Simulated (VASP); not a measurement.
A run of VASP 6.6.1:

Contents of INCAR:

```
PREC = Accurate
ENCUT = 520
EDIFF = 1E-6
ISMEAR = 0
SIGMA = 0.15
LREAL = False
LASPH = True
NELM = 100
ALGO = Normal
ISIF = 2
LWAVE = False
LCHARG = False
GGA = PE
NBANDS = 16
```

File KPOINTS:

```
regular mesh
0
Gamma
  16 16 16
```

File POSCAR:

```
HgTe
1.0
    0.0000000000      3.4910379909      3.4910379909
    3.4910379909      0.0000000000      3.4910379909
    3.4910379909      3.4910379909      0.0000000000
Hg Te
1 1
Direct
    0.0000000000      0.0000000000      0.0000000000
    0.7500000000      0.7500000000      0.7500000000
```

Potentials or basis: VASP PAW PBE potentials, release 64 (Hg, Te).

The run is started by

```bash
$ cat potpaw_PBE.64/Hg/POTCAR potpaw_PBE.64/Te/POTCAR > POTCAR
$ mpirun -np 1 vasp_std > vasp.out
```

Hardware: 1 thread of Intel(R) Xeon(R) 6975P-C (Granite Rapids), with other jobs on the host.

Problem. How long does it take, and how much memory?

Solution. Wall time 80 s on 1 thread of Intel(R) Xeon(R) 6975P-C (Granite Rapids) (shared host), peak memory 0.38 GiB. Counts: scf iterations 12, k points 145.
